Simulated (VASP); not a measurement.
Crystal: Cl.

```
CELL_PARAMETERS angstrom
2.85235 -3.46975 0.00000
2.85235 3.46975 0.00000
0.00000 0.00000 5.37001
ATOMIC_POSITIONS crystal
Cl 0.62833 0.37167 0.00140
Cl 0.37167 0.62833 0.50140
Cl 0.62833 0.37167 0.49860
Cl 0.37167 0.62833 0.99860
```

The cell was generated, and may not be a known phase.

```yaml
Program: VASP 6.6.1
Task: relaxation of cell and atoms
Functional: PBE
Potentials_or_basis: VASP PAW PBE potentials, release 64 (Cl)
Cutoff: 600 eV
k_mesh: 4 × 4 × 4
Occupations: gaussian, width 0.1 eV
Spin: no spin polarisation
```

At the start: pressure 25.2 GPa; volume 26.57 Å³/atom.

Where does the relaxation end?

Over 32 steps the energy falls by 1024.1 meV/atom and the volume is 55.95 Å³/atom (+110.6 %); space group Cmmm (No. 65, to 0.1 Å) before and after.

Step by step:
| step | energy change (eV) | largest force (eV/Å) | pressure (GPa) | volume (Å³) |
| --- | --- | --- | --- | --- |
| 1 | 0.0000 | 6.4471 | 25.18 | 106.29 |
| 2 | -0.2376 | 0.0954 | -3.25 | 181.07 |
| 3 | -0.3842 | 0.3299 | -3.29 | 174.12 |
| 4 | -0.5822 | 0.6107 | -3.29 | 166.70 |
| 5 | -1.8952 | 1.9519 | -1.11 | 134.69 |
| 6 | -2.2174 | 0.8356 | 4.22 | 120.04 |
| 7 | -2.2260 | 1.3900 | 2.26 | 123.85 |
| 8 | -2.2338 | 1.2220 | 2.86 | 122.56 |
| 9 | -3.3795 | 1.2457 | 1.69 | 134.62 |
| 10 | -2.5078 | 7.6162 | 9.06 | 169.73 |
| 11 | -3.8247 | 0.6170 | 2.69 | 147.67 |
| 12 | -3.8252 | 0.8710 | 2.92 | 148.95 |
| 13 | -3.8758 | 1.5231 | -1.29 | 175.30 |
| 14 | -3.9602 | 0.6233 | 0.23 | 162.62 |
| 15 | -4.0376 | 0.2961 | 0.22 | 176.50 |
| 16 | -4.0546 | 0.2150 | 0.31 | 196.92 |
| 17 | -4.0604 | 0.0247 | 0.28 | 189.38 |
| 18 | -4.0632 | 0.3382 | -0.25 | 196.24 |
| 19 | -4.0646 | 0.2090 | -0.06 | 193.72 |
| 20 | -4.0715 | 0.1294 | -0.05 | 197.95 |
| 21 | -4.0777 | 0.0416 | 0.00 | 206.56 |
| 22 | -4.0820 | 0.1895 | -0.26 | 210.96 |
| 23 | -4.0820 | 0.1944 | -0.27 | 211.06 |
| 24 | -4.0850 | 0.1693 | -0.25 | 212.46 |
| 25 | -4.0917 | 0.0844 | -0.17 | 216.65 |
| 26 | -4.0946 | 0.1235 | 0.05 | 224.96 |
| 27 | -4.0951 | 0.0720 | -0.01 | 222.87 |
| 28 | -4.0957 | 0.0603 | -0.13 | 224.57 |
| 29 | -4.0958 | 0.0265 | -0.10 | 224.13 |
| 30 | -4.0958 | 0.0203 | -0.09 | 224.05 |
| 31 | -4.0958 | 0.0232 | -0.09 | 224.09 |
| 32 | -4.0962 | 0.0110 | -0.07 | 223.81 |

Final structure:
```
Cl
1.0
     3.39953   -4.11491    0.00000
     3.39953    4.11491    0.00000
     0.00000    0.00000    7.99980
Cl
4
Cartesian
  3.3995 -0.9979 7.9958
  3.3995 0.9979 3.9959
  3.3995 -0.9979 4.0039
  3.3995 0.9979 0.0040
```

Caveat: the volume moved by over 15 % at a fixed basis, so the end points are rough; this functional lacks dispersion, which holds the molecules together, so the pressure and a relaxed volume are unreliable; this functional lacks dispersion, which binds layers or chains, so the pressure and a relaxed spacing across them are unreliable.
